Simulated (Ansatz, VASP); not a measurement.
One calculation of C, two programs

```
CELL_PARAMETERS angstrom
1.22854 0.70930 3.35294
-1.22854 0.70930 3.35294
0.00000 -1.41860 3.35294
ATOMIC_POSITIONS crystal
C 0.83342 0.83342 0.83342
C 0.16658 0.16658 0.16658
```

Alike in both runs: functional LDA; k mesh 12 × 12 × 12; no spin polarisation.

Ansatz relaxed the structure, and its values are those at the end. VASP's run is a single point on that final structure, the one shown.

|  | VASP | Ansatz |
| --- | --- | --- |
| version | VASP 6.6.1 | Ansatz 0.2.0 |
| potentials or method | VASP PAW LDA potentials, release 64 (C) | PAW with Ansatz's default frozen-core files, scalar-relativistic |
| plane-wave cutoff (eV) | 520 | 420 |
| occupations | gaussian, width 0.01 eV | fixed |
| valence electrons in the cell | 8 | 8 |

```csv
,VASP,Ansatz,Ansatz less VASP
gap on the k mesh at the Fermi level (eV),0.68,0.67,-0.002
pressure (GPa),-3.5,-4.3,-0.80
```

LDA's correlation is that of Perdew and Zunger in VASP and of Perdew and Wang (1992) in Ansatz.
